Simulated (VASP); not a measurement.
# MgSi11O24 (a cell with a defect) in VASP: relaxation of the atoms with PBEsol

Aim: the relaxation of the atoms of MgSi11O24 (a cell with a defect) with PBEsol.

Program: VASP 6.6.1. These are calculated values, not measurements. Logs are shortened: lines on timing, memory, paths and dates and some standing lists are left out, and cuts for length are marked.

### Step 1. The cell of the first run

The cell holds a defect, 72 atoms: a = 8.389 Å, b = 8.389 Å, c = 8.036 Å, α = 90.00°, β = 90.00°, γ = 90.00°.

### Step 2. Relaxation of the atoms, PBEsol, collinear spin

File INCAR:

```
PREC = Accurate
ENCUT = 520
EDIFF = 1E-7
ISMEAR = -1
SIGMA = 0.05
LREAL = Auto
LASPH = T
NELM = 200
ALGO = Normal
ISIF = 2
LWAVE = F
LCHARG = F
ISPIN = 2
MAGMOM = 0 0 0 0 0 0 0 0 0 0 0 0 0 0 0 0 0 0 0 0 0 0 0.154 0.154 0.154 0.154 0 0 0 0 0 0 0 0 0.154 0 0.154 0.154 0 0 0 0 0 0 0 0 0 0 0.154 0 0 0 0 0 0.154 0.154 0 0 0 0 0.154 0 0 0.154 0.154 0 0 0 0 0 0 0
LORBIT = 11
GGA = PS
IBRION = 2
NSW = 100
EDIFFG = -0.03
ISYM = -1
GGA_COMPAT = F
NELMIN = 4
KPAR = 1
```

File KPOINTS:

```
explicit points
1
Reciprocal
  0.25000000   0.25000000   0.25000000 1
```

File POSCAR:

```
MgSi11O24
1.0
    8.3886930000      0.0000000000      0.0000000000
    0.0000000000      8.3886930000      0.0000000000
    0.0000000000      0.0000000000      8.0356430000
Si Mg O
22 2 48
Direct
    0.9946290000      0.0010300000      0.0034300000
    0.9968650000      0.9951430000      0.3328230000
    0.0031000000      0.9993110000      0.6692830000
    0.9976690000      0.5031480000      0.9993580000
    0.0011660000      0.4951190000      0.3342490000
    0.0031770000      0.4969770000      0.6678670000
    0.5019030000      0.9978810000      0.0036630000
    0.5022810000      0.0028000000      0.3343520000
    0.4998230000      0.9993380000      0.6663370000
    0.5005460000      0.4984030000      0.0023770000
    0.5011350000      0.5012420000      0.6637430000
    0.2530900000      0.2505420000      0.5003940000
    0.2468260000      0.2542400000      0.8388700000
    0.2517570000      0.7478990000      0.1655180000
    0.2495380000      0.7498840000      0.4998780000
    0.2511490000      0.7505710000      0.8332240000
    0.7512000000      0.2486670000      0.1608660000
    0.7497690000      0.2480930000      0.4992380000
    0.7506940000      0.2521000000      0.8349460000
    0.7515480000      0.7498010000      0.1637590000
    0.7474570000      0.7480390000      0.5018310000
    0.7478220000      0.7494940000      0.8354010000
    0.4982730000      0.4984920000      0.3369040000
    0.2485530000      0.2502260000      0.1661630000
    0.1564410000      0.1473340000      0.9985200000
    0.1495060000      0.1503950000      0.3349790000
    0.1566960000      0.1529180000      0.6682260000
    0.1549340000      0.6498160000      0.9977330000
    0.1540390000      0.6488130000      0.3319630000
    0.1508270000      0.6541700000      0.6667600000
    0.6523490000      0.1529700000      0.9989170000
    0.6516840000      0.1534670000      0.3375310000
    0.6553530000      0.1486730000      0.6704110000
    0.6526930000      0.6549450000      0.0018480000
    0.6562220000      0.6521070000      0.3316460000
    0.6491700000      0.6560500000      0.6674070000
    0.3479960000      0.3496200000      0.9982380000
    0.3458690000      0.3424250000      0.3336580000
    0.3461450000      0.3469230000      0.6656750000
    0.3539550000      0.8491410000      0.9988140000
    0.3471990000      0.8460610000      0.3316760000
    0.3504280000      0.8498250000      0.6651330000
    0.8438940000      0.3454060000      0.9986980000
    0.8484460000      0.3453080000      0.3309300000
    0.8476320000      0.3498900000      0.6680480000
    0.8481300000      0.8493800000      0.0034110000
    0.8472700000      0.8484540000      0.3333090000
    0.8430820000      0.8477210000      0.6640940000
    0.0965170000      0.4026640000      0.1638050000
    0.0959320000      0.4035080000      0.5012270000
    0.0979980000      0.4045710000      0.8379280000
    0.0936220000      0.9057490000      0.1635920000
    0.0944280000      0.9059870000      0.5032450000
    0.0994490000      0.8998420000      0.8325740000
    0.5959400000      0.4028670000      0.1680610000
    0.5955030000      0.4043820000      0.5016450000
    0.5955830000      0.4000140000      0.8280540000
    0.5985380000      0.9037620000      0.1678310000
    0.5970540000      0.9030650000      0.4983720000
    0.6014120000      0.9006670000      0.8324160000
    0.4023810000      0.0983080000      0.1702250000
    0.4030340000      0.0969420000      0.4996850000
    0.4068970000      0.0972180000      0.8361520000
    0.4019880000      0.5956740000      0.1713680000
    0.4006920000      0.5921950000      0.4994870000
    0.4046290000      0.5954700000      0.8283610000
    0.8979910000      0.0995070000      0.1677690000
    0.8998690000      0.0971160000      0.5018850000
    0.9005780000      0.0982720000      0.8296000000
    0.9003120000      0.5967470000      0.1679810000
    0.9019920000      0.5965580000      0.5032840000
    0.9005790000      0.5980980000      0.8360720000
```

Potentials or basis: VASP PAW PBE potentials, release 64 (Si, Mg, O).

On the command line:

```
$ cat potpaw_PBE.64/Si/POTCAR potpaw_PBE.64/Mg/POTCAR potpaw_PBE.64/O/POTCAR > POTCAR
$ mpirun -np 8 vasp_std > vasp.out
```

OUTCAR:

```text
PREC = Accurate
   ENCUT = 520
   EDIFF = 1E-7
   ISMEAR = -1
   LREAL = Auto
   LASPH = T
   NELM = 200
   ISIF = 2
   ISPIN = 2
   LORBIT = 11
   GGA = PS
   IBRION = 2
   NSW = 100
   EDIFFG = -0.03
   ISYM = -1
   NELMIN = 4

 ion  position               nearest neighbor table
   1  0.995  0.001  0.003-  52 1.73  67 1.76  46 1.77  69 1.80  25 1.83  54 1.84   2 2.65   3 2.69
                            24 3.26
   2  0.997  0.995  0.333-  52 1.75  47 1.76  53 1.76  67 1.79  68 1.80  26 1.83   1 2.65   3 2.70
                            24 3.29
   3  0.003  0.999  0.669-  53 1.73  54 1.75  69 1.76  68 1.80  27 1.82  48 1.85   1 2.69   2 2.70
[... 33 lines left out ...]
  20  0.752  0.750  0.164-  34 1.74  46 1.74  35 1.77  47 1.78  70 1.79  58 1.82  22 2.64  21 2.72
                            23 3.30
  21  0.747  0.748  0.502-  48 1.74  36 1.75  35 1.76  47 1.80  59 1.81  71 1.82  22 2.68  20 2.72
                            23 3.24
  22  0.748  0.749  0.835-  34 1.75  60 1.77  36 1.77  48 1.79  46 1.80  72 1.80  20 2.64  21 2.68

  23  0.498  0.498  0.337-  65 1.73  56 1.74  64 1.76  55 1.78  38 1.83  35 1.85  11 2.63  10 2.69
                            12 3.21  21 3.24  15 3.24  14 3.25  18 3.25  24 3.26  20 3.30  17 3.30
  24  0.249  0.250  0.166-  38 1.75  25 1.78  37 1.79  26 1.80  49 1.81  61 1.81  13 2.63  12 2.69
                             5 3.22  10 3.25  23 3.26   1 3.26   8 3.27   7 3.27   4 3.28   2 3.29
  25  0.156  0.147  0.999-  13 1.74  24 1.78   1 1.83
  26  0.150  0.150  0.335-  12 1.80  24 1.80   2 1.83
  27  0.157  0.153  0.668-  12 1.77  13 1.78   3 1.82
  28  0.155  0.650  0.998-  16 1.76  14 1.78   4 1.80
  29  0.154  0.649  0.332-  14 1.78  15 1.78   5 1.82
  30  0.151  0.654  0.667-  15 1.77  16 1.78   6 1.81
[... 40 lines left out ...]
  71  0.902  0.597  0.503-   6 1.78   5 1.81  21 1.82
  72  0.901  0.598  0.836-   4 1.74  22 1.80   6 1.81

IMPORTANT INFORMATION: All symmetrisations will be switched off!
NOSYMM: (Re-)initialisation of all symmetry stuff for point group C_1.

----------------------------------------------------------------------------------------

                                     Primitive cell

  volume of cell :     565.4696

  direct lattice vectors                    reciprocal lattice vectors
     8.388693000  0.000000000  0.000000000     0.119208082  0.000000000  0.000000000
     0.000000000  8.388693000  0.000000000     0.000000000  0.119208082  0.000000000
     0.000000000  0.000000000  8.035643000     0.000000000  0.000000000  0.124445548

  length of vectors
     8.388693000  8.388693000  8.035643000     0.119208082  0.119208082  0.124445548

  position of ions in fractional coordinates (direct lattice)
     0.994629000  0.001030000  0.003430000
     0.996865000  0.995143000  0.332823000
     0.003100000  0.999311000  0.669283000
     0.997669000  0.503148000  0.999358000
     0.001166000  0.495119000  0.334249000
     0.003177000  0.496977000  0.667867000
[... 64 lines left out ...]
     0.901992000  0.596558000  0.503284000
     0.900579000  0.598098000  0.836072000

  ion indices of the primitive-cell ions
   primitive index   ion index
                 1           1
                 2           2
                 3           3
                 4           4
                 5           5
                 6           6
[... 64 lines left out ...]
                71          71
                72          72

----------------------------------------------------------------------------------------

 KPOINTS: explicit points

Read explicit list of k-points.

 Found      1 k-points:

 Following reciprocal coordinates:
            Coordinates               Weight
  0.250000  0.250000  0.250000      1.000000
   k-points           NKPTS =      1   k-points in BZ     NKDIM =      1   number of bands    NBANDS=    232
[... 37 lines left out ...]
     AMIX_MAG =   1.60;   BMIX_MAG =  1.00
  volume/ion in A,a.u.               =       7.85        53.00
  Fermi-wavevector in a.u.,A,eV,Ry     =   1.433947  2.709766 27.976335  2.056203
  Thomas-Fermi vector in A             =   2.553409
   LORBIT       =     11    0 simple, 1 ext, 2 COOP (PROOUT), +10 PAW based schemes
   GGA     = PS    functional components
   LHFCALC =     F    Hartree Fock is set to
   AEXX    =    0.0000 exact exchange contribution
   IVDW    =     0    specifies the selected vdW correction
   LEPSILON=     F    determine dielectric tensor
   LRPA    =     F    only Hartree local field effects (RPA)
 conjugate gradient relaxation of ions
 spin polarized calculation
  energy-cutoff  :      520.00
  volume of cell :      565.47
 maximum number of plane-waves:     15222
 NGX is ok and might be reduce to    64
   NGX = 31   NGY = 31   NGZ = 29

--------------------------------------- Ionic step        1  -------------------------------------------

 number of electron     379.9999978 magnetization       0.0249533

 Free energy of the ion-electron system (eV)
  ---------------------------------------------------
  ext. energy  EPLUGINS =         0.00000000
  ---------------------------------------------------
  free energy    TOTEN  =      -564.56351909 eV

  energy without entropy =     -564.39955411  energy(sigma->0) =     -564.48153660

------------------------ aborting loop because EDIFF is reached ----------------------------------------

  FORCE on cell =-STRESS in cart. coord.  units (eV):
  Direction    XX          YY          ZZ          XY          YZ          ZX
  --------------------------------------------------------------------------------------
  -------------------------------------------------------------------------------------
  Total       25.8218084     25.3629416     38.8426268     -0.2445839      0.5408487      1.7270729
  in kB       73.1624095     71.8622761    110.0550408     -0.6929936      1.5324177      4.8934147
  external PRESSURE =      85.0265755 kB  Pullay stress =       0.0000000 kB
[... 301 lines left out ...]
  FREE ENERGIE OF THE ION-ELECTRON SYSTEM (eV)
  ---------------------------------------------------
  free  energy   TOTEN  =      -568.4548116237 eV

  energy  without entropy=     -568.2601592837  energy(sigma->0) =     -568.35748545

[... ionic steps 4 to 15 ...]

--------------------------------------- Ionic step       16  -------------------------------------------

 number of electron     379.9999919 magnetization      -0.0074602

------------------------ aborting loop because EDIFF is reached ----------------------------------------
[... 207 lines left out ...]
--------------------------------------- Ionic step       18  -------------------------------------------

 number of electron     379.9999921 magnetization      -0.0087826

 Free energy of the ion-electron system (eV)
  ---------------------------------------------------
  ext. energy  EPLUGINS =         0.00000000
  ---------------------------------------------------
  free energy    TOTEN  =      -569.24483134 eV

  energy without entropy =     -569.06812716  energy(sigma->0) =     -569.15647925

 E-fermi :   6.9274     XC(G=0): -12.4179

 val. band max:        6.8562511603   @ k =   0.2500   0.2500   0.2500
 cond. band min:       6.9490427610   @ k =   0.2500   0.2500   0.2500
 fundamental gap:      0.0927916006
 Fermi energy:         6.9274421533

 spin component 1

 k-point     1 :       0.2500    0.2500    0.2500
  band No.  band energies     occupation
      1     -14.6336      1.00000
      2     -14.1372      1.00000
      3     -13.9765      1.00000
      4     -13.7801      1.00000
      5     -13.4737      1.00000
      6     -13.4732      1.00000
[... 194 lines left out ...]
    201      15.5518      0.00000
    202      15.6958      0.00000
 Fermi energy:         6.9274421533

 spin component 2

 k-point     1 :       0.2500    0.2500    0.2500
  band No.  band energies     occupation
      1     -14.6337      1.00000
      2     -14.1374      1.00000
      3     -13.9767      1.00000
      4     -13.7802      1.00000
      5     -13.4738      1.00000
      6     -13.4734      1.00000
[... 194 lines left out ...]
    201      15.5517      0.00000
    202      15.6958      0.00000
 [bands above 202 left out]

------------------------ aborting loop because EDIFF is reached ----------------------------------------

  FORCE on cell =-STRESS in cart. coord.  units (eV):
  Direction    XX          YY          ZZ          XY          YZ          ZX
  --------------------------------------------------------------------------------------
  -------------------------------------------------------------------------------------
  Total       24.9877942     25.0300050     39.0982124      0.0295971     -1.3986138     -1.3933393
  in kB       70.7993495     70.9189478    110.7792062      0.0838591     -3.9627726     -3.9478280
  external PRESSURE =      84.1658345 kB  Pullay stress =       0.0000000 kB
[... 87 lines left out ...]
  FREE ENERGIE OF THE ION-ELECTRON SYSTEM (eV)
  ---------------------------------------------------
  free  energy   TOTEN  =      -569.2448313352 eV

  energy  without entropy=     -569.0681271570  energy(sigma->0) =     -569.15647925

 reached required accuracy - stopping structural energy minimisation

 total charge

# of ion       s       p       d       tot
------------------------------------------
    1        0.592   0.886   0.000   1.478
    2        0.598   0.905   0.000   1.503
    3        0.592   0.886   0.000   1.478
    4        0.595   0.890   0.000   1.485
    5        0.594   0.883   0.000   1.477
    6        0.593   0.885   0.000   1.478
[... 64 lines left out ...]
   71        1.547   3.657   0.000   5.205
   72        1.548   3.656   0.000   5.204
--------------------------------------------------
tot         87.845 195.286   0.266 283.397

 magnetization (x)

# of ion       s       p       d       tot
------------------------------------------
    1        0.000   0.000   0.000   0.000
    2       -0.000   0.000   0.000   0.000
    3        0.000   0.000   0.000   0.000
    4        0.000   0.000   0.000   0.000
    5        0.000   0.000   0.000   0.000
    6        0.000   0.000   0.000   0.000
[... 64 lines left out ...]
   71       -0.000  -0.000   0.000  -0.000
   72       -0.000  -0.000   0.000  -0.000
--------------------------------------------------
tot         -0.000  -0.007  -0.000  -0.008
```

It took 36 min on 8 MPI ranks of Intel Xeon Platinum 8259CL at 2.50GHz (Skylake/Cascade Lake), shared host; peak memory 0.26 GiB.

Results:

```
Free energy                                           : -569.2448 eV
Energy gained by relaxing                             : 65.0 meV/atom
Ionic steps                                           : 18
Pressure after relaxing                               : 8.4 GPa
Largest force after relaxing                          : 0.017 eV/Å
Net moment                                            : -0.01 μB per cell
Valence electrons inside the program's atomic spheres : Si 1.48, 1.50, 1.49, 1.53, 1.47, 1.51 (each value once); Mg 0.58, 0.57; O 5.22, 5.20, 5.19, 5.21, 5.18, 5.24, 5.13, 5.23 (each value once)
```

Forces on the atoms (eV/Å):
```
Si  -0.002 -0.003 -0.006
Si   0.008  0.008 -0.003
Si   0.004  0.004  0.012
Si  -0.003 -0.003 -0.003
Si   0.007 -0.008 -0.009
Si  -0.009  0.004  0.010
Si   0.000 -0.001 -0.004
Si  -0.001  0.001  0.005
Si   0.003 -0.008 -0.007
Si   0.009 -0.003  0.002
Si   0.000 -0.007 -0.013
Si  -0.007 -0.003  0.015
Si  -0.004 -0.003  0.002
Si  -0.006 -0.003 -0.003
Si  -0.005  0.004  0.001
Si  -0.003 -0.004 -0.002
Si  -0.004 -0.007  0.003
Si  -0.004 -0.005  0.002
Si   0.000 -0.001 -0.008
Si   0.000 -0.005 -0.007
Si  -0.004 -0.005  0.001
Si   0.006  0.007  0.002
Mg   0.006  0.008  0.008
Mg   0.011  0.012  0.004
O    0.002  0.006  0.008
O   -0.003 -0.001  0.000
O    0.002 -0.003  0.002
O    0.000 -0.001 -0.006
O   -0.001 -0.005  0.004
O   -0.005  0.003  0.001
O   -0.007 -0.001 -0.005
O   -0.007 -0.003 -0.001
O    0.003 -0.006  0.005
O    0.000 -0.003 -0.006
O    0.011  0.005 -0.001
O    0.002  0.000 -0.011
O   -0.005 -0.007  0.004
O    0.006  0.011  0.011
O   -0.001 -0.001  0.008
O    0.002 -0.002 -0.004
O   -0.003  0.003  0.002
O    0.006 -0.004 -0.001
O   -0.004  0.005 -0.006
O    0.007  0.000 -0.002
O   -0.008  0.007  0.000
O    0.000  0.004 -0.015
O    0.009  0.009  0.009
O    0.006  0.007  0.002
O   -0.007  0.001 -0.003
O    0.002  0.003  0.004
O   -0.005 -0.004  0.005
O    0.004 -0.004 -0.003
O    0.003  0.009  0.007
O    0.009  0.003  0.004
O   -0.005  0.000 -0.002
O   -0.006  0.000 -0.003
O   -0.002  0.001 -0.004
O    0.001 -0.002 -0.002
O   -0.002 -0.011  0.006
O    0.004 -0.004 -0.008
O    0.002 -0.005  0.000
O    0.002  0.001 -0.001
O   -0.006 -0.005  0.005
O   -0.003  0.001 -0.002
O   -0.002 -0.001 -0.002
O   -0.004  0.008 -0.006
O   -0.003 -0.002 -0.002
O    0.005  0.005  0.005
O    0.005  0.003  0.002
O    0.000 -0.002 -0.001
O   -0.008  0.001  0.011
O    0.001  0.001 -0.007
```

Step by step:
| step | energy change (eV) | largest force (eV/Å) | pressure (GPa) |
| --- | --- | --- | --- |
| 1 | 0.0000 | 6.0998 | 8.50 |
| 2 | -0.4032 | 6.5887 | 12.58 |
| 3 | -3.8913 | 1.4813 | 8.39 |
| 4 | -4.4635 | 1.2883 | 8.13 |
| 5 | -4.4812 | 1.0248 | 8.10 |
| 6 | -4.6097 | 0.6166 | 8.49 |
| 7 | -4.6178 | 0.3807 | 8.39 |
| 8 | -4.6592 | 0.3404 | 8.50 |
| 9 | -4.6592 | 0.3315 | 8.49 |
| 10 | -4.6722 | 0.3320 | 8.43 |
| 11 | -4.6726 | 0.2383 | 8.44 |
| 12 | -4.6781 | 0.1593 | 8.41 |
| 13 | -4.6782 | 0.1130 | 8.42 |
| 14 | -4.6801 | 0.0698 | 8.40 |
| 15 | -4.6801 | 0.0689 | 8.40 |
| 16 | -4.6809 | 0.0358 | 8.41 |
| 17 | -4.6809 | 0.0349 | 8.42 |
| 18 | -4.6813 | 0.0173 | 8.42 |

Final structure:
```
Si Mg O
1.0
     8.38869    0.00000    0.00000
     0.00000    8.38869    0.00000
     0.00000    0.00000    8.03564
Si Mg O
22 2 48
Direct
  0.00200 0.00183 0.99850
  0.00098 0.00076 0.33504
  0.99927 0.99907 0.66692
  0.99823 0.50156 0.00189
  0.99785 0.50195 0.33197
  0.99988 0.50058 0.66743
  0.50170 0.99806 0.00193
  0.50208 0.99774 0.33197
  0.50080 0.99970 0.66755
  0.49803 0.49789 0.99848
  0.49799 0.49781 0.66551
  0.24480 0.24457 0.50251
  0.24928 0.24911 0.83584
  0.25164 0.74816 0.16480
  0.25085 0.74798 0.50151
  0.25023 0.74954 0.83330
  0.74839 0.25145 0.16480
  0.74826 0.25064 0.50153
  0.74973 0.25007 0.83335
  0.75258 0.75247 0.16794
  0.75205 0.75195 0.49877
  0.74951 0.74932 0.83360
  0.50265 0.50236 0.33227
  0.24879 0.24864 0.16890
  0.14628 0.14606 0.98309
  0.14301 0.14277 0.35185
  0.15085 0.15072 0.66894
  0.14763 0.65655 0.99728
  0.15266 0.65348 0.33389
  0.14975 0.65320 0.66899
  0.65677 0.14744 0.99732
  0.65366 0.15252 0.33394
  0.65342 0.14959 0.66901
  0.65345 0.65335 0.99956
  0.66321 0.66317 0.33399
  0.65373 0.65363 0.66596
  0.35257 0.35238 0.98350
  0.34465 0.34420 0.35949
  0.34439 0.34419 0.66930
  0.34587 0.84961 0.99742
  0.34947 0.84369 0.33387
  0.34492 0.85121 0.66838
  0.84988 0.34566 0.99744
  0.84388 0.34927 0.33389
  0.85149 0.34468 0.66839
  0.84863 0.84844 0.99882
  0.85327 0.85312 0.33431
  0.84700 0.84683 0.66730
  0.08758 0.41240 0.16730
  0.09383 0.40270 0.50090
  0.09651 0.40483 0.83409
  0.09924 0.90363 0.16616
  0.09576 0.89773 0.50329
  0.09461 0.89866 0.83114
  0.60168 0.39434 0.14793
  0.60491 0.39681 0.51779
  0.60072 0.40430 0.83108
  0.60330 0.89929 0.16607
  0.59861 0.90376 0.50117
  0.59704 0.90071 0.83332
  0.41252 0.08740 0.16729
  0.40287 0.09360 0.50101
  0.40501 0.09633 0.83412
  0.39449 0.60139 0.14799
  0.39696 0.60459 0.51773
  0.40445 0.60046 0.83107
  0.90385 0.09909 0.16617
  0.89798 0.09556 0.50329
  0.89885 0.09447 0.83116
  0.89939 0.60316 0.16605
  0.90386 0.59841 0.50111
  0.90083 0.59685 0.83326
```

Caveat: the PAW data sets were made with another functional, which shifts forces and pressure a little.
